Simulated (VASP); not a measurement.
Input of a VASP 6.6.1 run:

INCAR

```
PREC = Accurate
ENCUT = 520
EDIFF = 1E-7
ISMEAR = -1
SIGMA = 0.08
LREAL = False
LASPH = True
NELM = 80
ALGO = Normal
ISIF = 2
LWAVE = False
LCHARG = False
GGA = PE
NBANDS = 14
```

The input KPOINTS:

```
regular mesh
0
Gamma
  14 14 14
```

File POSCAR:

```
HfC
1.0
    2.6934721103      0.0000000000      0.0000000000
    0.0000000000      2.6934721103      0.0000000000
    0.0000000000      0.0000000000      2.6934721103
Hf C
1 1
Direct
    0.0000000000      0.0000000000      0.0000000000
    0.5000000000      0.5000000000      0.5000000000
```

Potentials or basis: VASP PAW PBE potentials, release 64 (Hf_pv, C).

Launch:

```sh
$ cat potpaw_PBE.64/Hf_pv/POTCAR potpaw_PBE.64/C/POTCAR > POTCAR
$ mpirun -np 1 vasp_std > vasp.out
```

Problem. Predict the band gap on the k mesh.

Solution. Zero (band 7 reaches 10.03 eV, above the bottom of band 8 at 7.36 eV).

Problem. What does it give for the pressure?

Solution. 68.8 GPa.

Caveat: spin-orbit coupling is left out, which moves the levels of the heavy elements.
